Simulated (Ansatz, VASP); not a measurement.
Two plane-wave programs on AlNi

```
Al Ni
1.0
     2.89308    0.00000    0.05063
     0.00000    2.89308    0.00000
     0.05063    0.00000    2.89308
Al Ni
1 1
Direct
  0.00000 0.00000 0.00000
  0.50000 0.50000 0.50000
```

Change from the starting cell: strain +0.0350 x Voigt [0, 0, 0, 0, 1, 0], atoms carried along.

Alike in both runs: task single point; functional PBE; k mesh 20 × 20 × 20; occupations gaussian, width 0.15 eV; no spin polarisation.

|  | VASP | Ansatz |
| --- | --- | --- |
| version | VASP 6.6.1 | Ansatz 0.2.0 |
| potentials or method | VASP PAW PBE potentials, release 64 (Al, Ni), cutoff 520 eV | scalar-relativistic, plane waves, PAW |
| valence electrons in the cell | 13 | 21 |

|  | VASP | Ansatz | Ansatz less VASP |
| --- | --- | --- | --- |
| gap on the k mesh at the Fermi level (eV) | none | none | - |
| pressure (GPa) | 0.0 | 0.2 | +0.21 |
| traceless stress, the component that is largest in VASP (GPa) | -4.05 | -4.07 | -0.015 |

A gap of «none» marks a metal or a gap that the smearing closes. The functional is the same, so the differences come from potentials, cutoffs and numerics. VASP's potentials hold 13 valence electrons a cell and Ansatz's 21, so a difference there can come from the potentials and not from the codes.
